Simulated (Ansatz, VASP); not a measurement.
**Ga: VASP beside Ansatz**

```
Ga
1.0
     2.81498    0.00000    0.00000
     0.00000    3.32479    0.00000
    -1.36111    0.00000    4.04278
Ga
2
Direct
  0.13460 0.75000 0.77017
  0.86540 0.25000 0.22983
```

Alike in both runs: task single point; functional PBE; k mesh 10 × 8 × 7; occupations fermi-dirac, width 0.05 eV; no spin polarisation.

```csv
,VASP,Ansatz
version,VASP 6.6.1,Ansatz 0.2.0
potentials or method,"VASP PAW PBE potentials, release 64 (Ga_d)",Ansatz PAW
plane-wave cutoff (eV),520,420
valence electrons in the cell,26,26
```

|  | VASP | Ansatz | Ansatz less VASP |
| --- | --- | --- | --- |
| gap on the k mesh at the Fermi level (eV) | none | none | - |
| pressure (GPa) | 1.0 | 0.8 | -0.20 |
| traceless stress, the component that is largest in VASP (GPa) | -1.28 | -1.26 | +0.019 |
| rms of the force components (eV/Å) | 0.039 | 0.040 | +0.0007 |

Atom by atom the forces differ by 0.001 eV/Å (rms over components). A gap of «none» marks a metal or a gap that the smearing closes.
